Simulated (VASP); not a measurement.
Bi2Se3, 5 atoms in the cell. The structure is trigonal, space group R-3m (No. 166). Conventional cell: a = 3.812 Å, b = 3.812 Å, c = 26.345 Å, α = 90.00°, β = 90.00°, γ = 120.00°. Within 3.5 Å of Bi (site symmetry 3m) lie 6 Se at 2.62 to 2.83 Å. Within 3.9 Å of Se (site symmetry -3m) lie 6 Bi at 2.83 Å and 12 Se at 3.81 to 3.89 Å. Se (site symmetry 3m) has 3 Bi at 2.62 Å and 3 Se at 3.24 Å within 3.5 Å.  This cell differs from its parent crystal: strain -0.080 along x and y, -0.080 along z.

```yaml
Program: VASP 6.6.1
Task: single point
Functional: PBEsol
Potentials_or_basis: VASP PAW PBE potentials, release 64 (Bi_d, Se)
Cutoff: 520 eV
k_mesh: 12 × 12 × 12
Occupations: gaussian, width 0.03 eV
Spin: no spin polarisation
Dipole_correction: no
Further_INCAR_settings: ALGO = Normal; EDIFF = 1e-07; NBANDS = 32
```

Potentials or basis: VASP PAW PBE potentials, release 64 (Bi_d, Se).

Command:

```sh
$ cat potpaw_PBE.64/Bi_d/POTCAR potpaw_PBE.64/Se/POTCAR > POTCAR
$ mpirun -np 1 vasp_std > vasp.out
```

Hardware: 1 thread of Intel(R) Xeon(R) Platinum 8488C (Sapphire Rapids), on a shared host.

Question: How long does it take, and how much memory?

Answer: It took 40 min on 1 thread of Intel(R) Xeon(R) Platinum 8488C (Sapphire Rapids), with other jobs on the host, peak memory 1 GiB. Counts: scf iterations 14, k points 189.
